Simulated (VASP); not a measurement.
The system is PtC2.

```
Pt C
1.0
     3.90591    0.00000    0.00000
     0.00000    4.76713    0.00000
     0.00000    0.00000    2.97596
Pt C
2 4
Cartesian
  0.0000 0.0000 0.0000
  1.9530 2.3836 1.4880
  0.7827 1.8053 0.0000
  3.1232 2.9618 0.0000
  2.7357 0.5783 1.4880
  1.1702 4.1889 1.4880
```

| Item | Value |
| --- | --- |
| Program | VASP 6.6.1 |
| Task | relaxation of cell and atoms |
| Functional | PBE |
| Potentials or basis | VASP PAW PBE potentials, release 64 (Pt, C) |
| Cutoff | 600 eV |
| k mesh | 4 × 4 × 6 |
| Occupations | gaussian, width 0.1 eV |
| Spin | no spin polarisation |

At the start: pressure 52.1 GPa; volume 9.24 Å³/atom.

Task: Where does the relaxation end?

Result: Over 17 steps the energy falls by 950.8 meV/atom and the volume is 10.24 Å³/atom (+10.9 %); space group Pnnm (No. 58, to 0.05 Å).

Step by step:
```
step  energy change (eV)  largest force (eV/Å)  pressure (GPa)  volume (Å³)
   1              0.0000                4.4813           52.11        55.41
   2             -0.6795                3.1405          -42.27        83.06
   3             -2.6074                3.5351          -21.59        67.98
   4             -5.3127                1.6618          -11.13        66.24
   5             -5.3711                0.4466          -15.83        66.44
   6             -5.3780                0.0874          -14.90        66.40
   7             -5.4431                0.4832           18.65        58.14
   8             -5.6398                0.3094            0.77        61.74
   9             -5.6571                0.8422           -0.49        61.42
  10             -5.6605                0.5537           -0.17        61.52
  11             -5.6853                0.4362            0.40        61.32
  12             -5.6996                0.2763            1.26        61.04
  13             -5.6997                0.2586            1.38        61.00
  14             -5.7040                0.1463            0.44        61.41
  15             -5.7042                0.0656            0.62        61.33
  16             -5.7044                0.0543           -0.50        61.56
  17             -5.7046                0.0028           -0.04        61.46
```

Final structure:
```
Pt C
1.0
     4.01502    0.00000    0.00000
     0.00000    5.02611    0.00000
     0.00000    0.00000    3.04553
Pt C
2 4
Cartesian
  0.0000 5.0261 0.0000
  2.0075 2.5131 1.5228
  0.5248 2.0716 3.0455
  3.4902 2.9545 0.0000
  2.5323 0.4414 1.5228
  1.4827 4.5847 1.5228
```

Caveat: the k points lie up to 0.39 Å⁻¹ apart in the final cell.
